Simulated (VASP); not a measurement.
# BaCd3Se4 (P-43m) in VASP: single point with r2SCAN

Aim: the single point of BaCd3Se4 with r2SCAN.

All numbers are computed with VASP 6.6.1; they aren't measurements. Logs are shortened: lines on timing, memory, paths and dates and some standing lists are left out, and cuts for length are marked.

### 1 The cell of the first run

It takes space group P-43m (No. 215, cubic). Conventional cell: a = 6.474 Å, b = 6.474 Å, c = 6.474 Å, α = 90.00°, β = 90.00°, γ = 90.00°. Ba (site symmetry -43m) has 4 Se at 3.09 Å within 4.1 Å. Cd (site symmetry -42m) has 4 Se at 2.72 Å within 3.6 Å. Se (site symmetry 3m) has 3 Cd at 2.72 Å and 1 Ba at 3.09 Å within 3.6 Å.

### 2 Single point, r2SCAN

File POSCAR:

```
BaCd3Se4
1.0
    6.4739866298      0.0000000000      0.0000000000
    0.0000000000      6.4739866298      0.0000000000
    0.0000000000      0.0000000000      6.4739866298
Ba Cd Se
1 3 4
Direct
    0.0000000000      0.0000000000      0.0000000000
    0.0000000000      0.5000000000      0.5000000000
    0.5000000000      0.5000000000      0.0000000000
    0.5000000000      0.0000000000      0.5000000000
    0.7248155802      0.7248155802      0.2751844198
    0.7248155802      0.2751844198      0.7248155802
    0.2751844198      0.7248155802      0.7248155802
    0.2751844198      0.2751844198      0.2751844198
```

File INCAR.step1:

```
SYSTEM = BaCd3Se4
PREC = Accurate ; ENCUT = 520
ISMEAR = 0 ; SIGMA = 0.02
LREAL = .False. ; LASPH = .True.
NELM = 60 ; NBANDS = 45
GGA = PE ; ALGO = Normal
EDIFF = 1E-4 ; LWAVE = .True.
LCHARG = .False.
```

File INCAR.step2:

```
SYSTEM = BaCd3Se4
PREC = Accurate ; ENCUT = 520
EDIFF = 1E-6 ; ISMEAR = 0
SIGMA = 0.02 ; LREAL = .False.
LASPH = .True. ; NELM = 60
ALGO = Normal ; ISIF = 2
LWAVE = .False. ; LCHARG = .False.
METAGGA = R2SCAN ; LMIXTAU = .True.
NBANDS = 45 ; ISTART = 1
```

File KPOINTS:

```
Automatic mesh
0
Gamma
  4 4 4
  0 0 0
```

Potentials or basis: VASP PAW PBE potentials, release 64 (Ba_sv, Cd, Se).

Launch:

```bash
cat potpaw_PBE.64/Ba_sv/POTCAR potpaw_PBE.64/Cd/POTCAR potpaw_PBE.64/Se/POTCAR > POTCAR
cp INCAR.step1 INCAR
mpirun -np 1 vasp_std > vasp.out
cp INCAR.step2 INCAR
mpirun -np 1 vasp_std > vasp.out
```

OUTCAR:

```text
SYSTEM = BaCd3Se4
   PREC = Accurate
   ENCUT = 520
   EDIFF = 1E-6
   ISMEAR = 0
   LREAL = .False.
   LASPH = .True.
   NELM = 60
   ISIF = 2
   METAGGA = R2SCAN
   ISTART = 1

 ion  position               nearest neighbor table
   1  0.000  0.000  0.000-   5 3.09   6 3.09   7 3.09   8 3.09
   2  0.000  0.500  0.500-   5 2.72   6 2.72   7 2.72   8 2.72
   3  0.500  0.500  0.000-   5 2.72   6 2.72   7 2.72   8 2.72
   4  0.500  0.000  0.500-   5 2.72   6 2.72   7 2.72   8 2.72
   5  0.725  0.725  0.275-   2 2.72   4 2.72   3 2.72   1 3.09
   6  0.725  0.275  0.725-   2 2.72   4 2.72   3 2.72   1 3.09
   7  0.275  0.725  0.725-   2 2.72   4 2.72   3 2.72   1 3.09
   8  0.275  0.275  0.275-   2 2.72   4 2.72   3 2.72   1 3.09

  LATTYP: Found a simple cubic cell.
 ALAT       =     6.4739866298

  Lattice vectors:

 A1 = (   6.4739866298,   0.0000000000,   0.0000000000)
 A2 = (   0.0000000000,   6.4739866298,   0.0000000000)
 A3 = (   0.0000000000,   0.0000000000,   6.4739866298)

Analysis of symmetry for initial positions (statically):
=====================================================================
 Subroutine PRICEL returns:
 Original cell was already a primitive cell.

 Routine SETGRP: Setting up the symmetry group for a
 simple cubic supercell.

 Subroutine GETGRP returns: Found 24 space group operations
 (whereof 24 operations were pure point group operations)
 out of a pool of 48 trial point group operations.

The static configuration has the point symmetry T_d .

Analysis of symmetry for dynamics (positions and initial velocities):
=====================================================================
 Subroutine PRICEL returns:
 Original cell was already a primitive cell.

 Routine SETGRP: Setting up the symmetry group for a
 simple cubic supercell.

 Subroutine GETGRP returns: Found 24 space group operations
 (whereof 24 operations were pure point group operations)
 out of a pool of 48 trial point group operations.

The dynamic configuration has the point symmetry T_d .

 Subroutine INISYM returns: Found 24 space group operations
 (whereof 24 operations are pure point group operations),
 and found     1 'primitive' translations

----------------------------------------------------------------------------------------

                                     Primitive cell

  volume of cell :     271.3410

  direct lattice vectors                    reciprocal lattice vectors
     6.473986630  0.000000000  0.000000000     0.154464329  0.000000000  0.000000000
     0.000000000  6.473986630  0.000000000     0.000000000  0.154464329  0.000000000
     0.000000000  0.000000000  6.473986630     0.000000000  0.000000000  0.154464329

  length of vectors
     6.473986630  6.473986630  6.473986630     0.154464329  0.154464329  0.154464329

  position of ions in fractional coordinates (direct lattice)
     0.000000000  0.000000000  0.000000000
     0.000000000  0.500000000  0.500000000
     0.500000000  0.500000000  0.000000000
     0.500000000  0.000000000  0.500000000
     0.724815580  0.724815580  0.275184420
     0.724815580  0.275184420  0.724815580
     0.275184420  0.724815580  0.724815580
     0.275184420  0.275184420  0.275184420

  ion indices of the primitive-cell ions
   primitive index   ion index
                 1           1
                 2           2
                 3           3
                 4           4
                 5           5
                 6           6
                 7           7
                 8           8

----------------------------------------------------------------------------------------

 KPOINTS: Automatic mesh

Automatic generation of k-mesh.
 Grid dimensions read from file:
 generate k-points for:    4    4    4

 Generating k-lattice:

  Cartesian coordinates                     Fractional coordinates (reciprocal lattice)
     0.038616082  0.000000000  0.000000000     0.250000000  0.000000000  0.000000000
     0.000000000  0.038616082  0.000000000     0.000000000  0.250000000  0.000000000
     0.000000000  0.000000000  0.038616082     0.000000000  0.000000000  0.250000000

  Length of vectors
     0.038616082  0.038616082  0.038616082

  Shift w.r.t. Gamma in fractional coordinates (k-lattice)
     0.000000000  0.000000000  0.000000000

 Subroutine IBZKPT returns following result:
 ===========================================

 Found     10 irreducible k-points:

 Following reciprocal coordinates:
            Coordinates               Weight
  0.000000  0.000000  0.000000      1.000000
  0.250000  0.000000  0.000000      6.000000
  0.500000  0.000000  0.000000      3.000000
  0.250000  0.250000  0.000000     12.000000
  0.500000  0.250000  0.000000     12.000000
  0.500000  0.500000  0.000000      3.000000
  0.250000  0.250000  0.250000      8.000000
  0.500000  0.250000  0.250000     12.000000
  0.500000  0.500000  0.250000      6.000000
  0.500000  0.500000  0.500000      1.000000
   k-points           NKPTS =     10   k-points in BZ     NKDIM =     10   number of bands    NBANDS=     45
   number of dos      NEDOS =    301   number of ions     NIONS =      8
   total plane-waves  NPLWV = 110592
   dimension x,y,z NGX =    48 NGY =   48 NGZ =   48
   dimension x,y,z NGXF=    96 NGYF=   96 NGZF=   96
   ions per type =               1   3   4
   NGX,Y,Z   is equivalent  to a cutoff of  12.33, 12.33, 12.33 a.u.
   NGXF,Y,Z  is equivalent  to a cutoff of  24.65, 24.65, 24.65 a.u.
 SYSTEM =  BaCd3Se4
   PREC   = accura    normal or accurate (medium, high low for compatibility)
   ISTART =      1    job   : 0-new  1-cont  2-samecut
   ICHARG =      0    charge: 1-file 2-atom 10-const
   ISPIN  =      1    spin polarized calculation?
   LNONCOLLINEAR =      F non collinear calculations
   LSORBIT =      F    spin-orbit coupling
   LASPH  =      T    aspherical Exc in radial PAW
   ENCUT  =  520.0 eV  38.22 Ry    6.18 a.u.  12.04 12.04 12.04*2*pi/ulx,y,z
   NELM   =     60;   NELMIN=  2; NELMDL=  0     # of ELM steps
   EDIFF  = 0.1E-05   stopping-criterion for ELM
   LREAL  =      F    real-space projection
   EDIFFG = 0.1E-04   stopping-criterion for IOM
   NSW    =      0    number of steps for IOM
   IBRION =     -1    ionic relax: 0-MD 1-quasi-New 2-CG
   NFREE  =      0    steps in history (QN), initial steepest desc. (CG)
   ISIF   =      2    stress and relaxation
   ISYM   =      2    0-nonsym 1-usesym 2-fastsym
   POTIM  = 0.5000    time-step for ionic-motion
   TEBEG  =    0.0;   TEEND  =   0.0 temperature during run
   PSTRESS=    0.0 pullay stress
   NELECT =      70.0000    total number of electrons
   NUPDOWN=      -1.0000    fix difference up-down
   EMIN   =  10.00;   EMAX   =-10.00  energy-range for DOS
   EFERMI =   0.00;   METHOD = LEGACY
   ISMEAR =     0;   SIGMA  =   0.02  broadening in eV -4-tet -1-fermi 0-gaus
   EFERMI_NEDOS =   21; number of points for ismear=-14 and -15
   IALGO  =     38    algorithm
   IMIX   =      4    mixing-type and parameters
     AMIX     =   0.40;   BMIX     =  1.00
     AMIX_MAG =   1.60;   BMIX_MAG =  1.00
  volume/ion in A,a.u.               =      33.92       228.89
  Fermi-wavevector in a.u.,A,eV,Ry     =   1.042163  1.969403 14.777342  1.086104
  Thomas-Fermi vector in A             =   2.176816
   LORBIT       =      0    0 simple, 1 ext, 2 COOP (PROOUT), +10 PAW based schemes
   METAGGA = R2SCAN    functional components
   LHFCALC =     F    Hartree Fock is set to
   AEXX    =    0.0000 exact exchange contribution
   IVDW    =     0    specifies the selected vdW correction
   LEPSILON=     F    determine dielectric tensor
   LRPA    =     F    only Hartree local field effects (RPA)
 non-spin polarized calculation
 Gauss-broadening in eV      SIGMA  =   0.02
  energy-cutoff  :      520.00
  volume of cell :      271.34
 maximum number of plane-waves:      7400
   NGX = 25   NGY = 25   NGZ = 25

 number of electron      69.9999975 magnetization

 Free energy of the ion-electron system (eV)
  ---------------------------------------------------
  ext. energy  EPLUGINS =         0.00000000
  ---------------------------------------------------
  free energy    TOTEN  =      -151.93174133 eV

  energy without entropy =     -151.93174133  energy(sigma->0) =     -151.93174133

 E-fermi :   0.0390     XC(G=0):  -8.6506

 val. band max:       -0.1060634202   @ k =   0.5000   0.0000   0.0000
 cond. band min:       1.0398233674   @ k =   0.0000   0.0000   0.0000
 fundamental gap:      1.1458867876
 Fermi energy:         0.0389731928

 k-point     1 :       0.0000    0.0000    0.0000
  band No.  band energies     occupation
      1     -27.2647      2.00000
      2     -12.6103      2.00000
      3     -12.6103      2.00000
      4     -12.6103      2.00000
      5     -12.1442      2.00000
      6     -11.2935      2.00000
[... 37 lines left out ...]
     44       6.4305      0.00000
     45       7.2714      0.00000

 k-point     2 :       0.2500    0.0000    0.0000
  band No.  band energies     occupation
      1     -27.2647      2.00000
      2     -12.6739      2.00000
      3     -12.6084      2.00000
      4     -12.6084      2.00000
      5     -12.0209      2.00000
      6     -11.3524      2.00000
[... 37 lines left out ...]
     44       6.1006      0.00000
     45       6.8254      0.00000

 k-point     3 :       0.5000    0.0000    0.0000
  band No.  band energies     occupation
      1     -27.2646      2.00000
      2     -12.7220      2.00000
      3     -12.6065      2.00000
      4     -12.6065      2.00000
      5     -11.8919      2.00000
      6     -11.4325      2.00000
[... 37 lines left out ...]
     44       5.4028      0.00000
     45       6.3348      0.00000

 k-point     4 :       0.2500    0.2500    0.0000
  band No.  band energies     occupation
      1     -27.2646      2.00000
      2     -12.6785      2.00000
      3     -12.6340      2.00000
      4     -12.6115      2.00000
      5     -11.9370      2.00000
      6     -11.3769      2.00000
[... 37 lines left out ...]
     44       5.6987      0.00000
     45       6.6938      0.00000

 k-point     5 :       0.5000    0.2500    0.0000
  band No.  band energies     occupation
      1     -27.2646      2.00000
      2     -12.6999      2.00000
      3     -12.6335      2.00000
      4     -12.6180      2.00000
      5     -11.8457      2.00000
      6     -11.4278      2.00000
[... 37 lines left out ...]
     44       5.2933      0.00000
     45       6.2336      0.00000

 k-point     6 :       0.5000    0.5000    0.0000
  band No.  band energies     occupation
      1     -27.2646      2.00000
      2     -12.6581      2.00000
      3     -12.6581      2.00000
      4     -12.6490      2.00000
      5     -11.7993      2.00000
      6     -11.4209      2.00000
[... 37 lines left out ...]
     44       5.4490      0.00000
     45       6.4206      0.00000

 k-point     7 :       0.2500    0.2500    0.2500
  band No.  band energies     occupation
      1     -27.2646      2.00000
      2     -12.6787      2.00000
      3     -12.6299      2.00000
      4     -12.6299      2.00000
      5     -11.8902      2.00000
      6     -11.3871      2.00000
[... 37 lines left out ...]
     44       5.4284      0.00000
     45       6.7792      0.00000

 k-point     8 :       0.5000    0.2500    0.2500
  band No.  band energies     occupation
      1     -27.2646      2.00000
      2     -12.6831      2.00000
      3     -12.6424      2.00000
      4     -12.6257      2.00000
      5     -11.8399      2.00000
      6     -11.4098      2.00000
[... 37 lines left out ...]
     44       5.6257      0.00000
     45       6.3224      0.00000

 k-point     9 :       0.5000    0.5000    0.2500
  band No.  band energies     occupation
      1     -27.2645      2.00000
      2     -12.6518      2.00000
      3     -12.6518      2.00000
      4     -12.6471      2.00000
      5     -11.8335      2.00000
      6     -11.3864      2.00000
[... 37 lines left out ...]
     44       6.1775      0.00000
     45       6.4039      0.00000

 k-point    10 :       0.5000    0.5000    0.5000
  band No.  band energies     occupation
      1     -27.2645      2.00000
      2     -12.6454      2.00000
      3     -12.6454      2.00000
      4     -12.6454      2.00000
      5     -11.8631      2.00000
      6     -11.3566      2.00000
[... 37 lines left out ...]
     44       6.1733      0.00000
     45       6.3414      0.00000

------------------------ aborting loop because EDIFF is reached ----------------------------------------

  FORCE on cell =-STRESS in cart. coord.  units (eV):
  Direction    XX          YY          ZZ          XY          YZ          ZX
  --------------------------------------------------------------------------------------
  -------------------------------------------------------------------------------------
  Total       -1.2233600     -1.2233600     -1.2233600      0.0000000     -0.0000000      0.0000000
  in kB       -7.2235295     -7.2235295     -7.2235295      0.0000000     -0.0000000      0.0000000
  external PRESSURE =      -7.2235295 kB  Pullay stress =       0.0000000 kB

 VOLUME and BASIS-vectors are now :
 -----------------------------------------------------------------------------
  energy-cutoff  :      520.00
  volume of cell :      271.34
      direct lattice vectors                 reciprocal lattice vectors
     6.473986630  0.000000000  0.000000000     0.154464329  0.000000000  0.000000000
     0.000000000  6.473986630  0.000000000     0.000000000  0.154464329  0.000000000
     0.000000000  0.000000000  6.473986630     0.000000000  0.000000000  0.154464329

 POSITION                                       TOTAL-FORCE (eV/Angst)
 -----------------------------------------------------------------------------------
      0.00000      0.00000      0.00000         0.000000     -0.000000      0.000000
      0.00000      3.23699      3.23699         0.000000     -0.000000      0.000000
      3.23699      3.23699      0.00000         0.000000     -0.000000      0.000000
      3.23699      0.00000      3.23699         0.000000     -0.000000      0.000000
      4.69245      4.69245      1.78154        -0.069344     -0.069344      0.069344
      4.69245      1.78154      4.69245        -0.069344      0.069344     -0.069344
      1.78154      4.69245      4.69245         0.069344     -0.069344     -0.069344
      1.78154      1.78154      1.78154         0.069344      0.069344      0.069344
 -----------------------------------------------------------------------------------
    total drift:                               -0.000000     -0.000000      0.000000

  FREE ENERGIE OF THE ION-ELECTRON SYSTEM (eV)
  ---------------------------------------------------
  free  energy   TOTEN  =      -151.9317413275 eV

  energy  without entropy=     -151.9317413275  energy(sigma->0) =     -151.93174133
```

It took 3 min on 1 thread of Intel Xeon 6975P-C (Granite Rapids), shared host; peak memory 0.43 GiB.

What came out:

```
Free energy            : -151.9317 eV
Pressure               : -0.7 GPa
Largest force          : 0.120 eV/Å
Band gap on the k mesh : 1.15 eV (least direct gap 1.23 eV)
```

Forces on the atoms (eV/Å):
```
Ba   0.000  0.000  0.000
Cd   0.000  0.000  0.000
Cd   0.000  0.000  0.000
Cd   0.000  0.000  0.000
Se  -0.069 -0.069  0.069
Se  -0.069  0.069 -0.069
Se   0.069 -0.069 -0.069
Se   0.069  0.069  0.069
```

Caveat: the PAW data sets were made with another functional, which shifts forces and pressure a little; spin-orbit coupling is left out, which moves the levels of the heavy elements. A k mesh can miss the band edges.
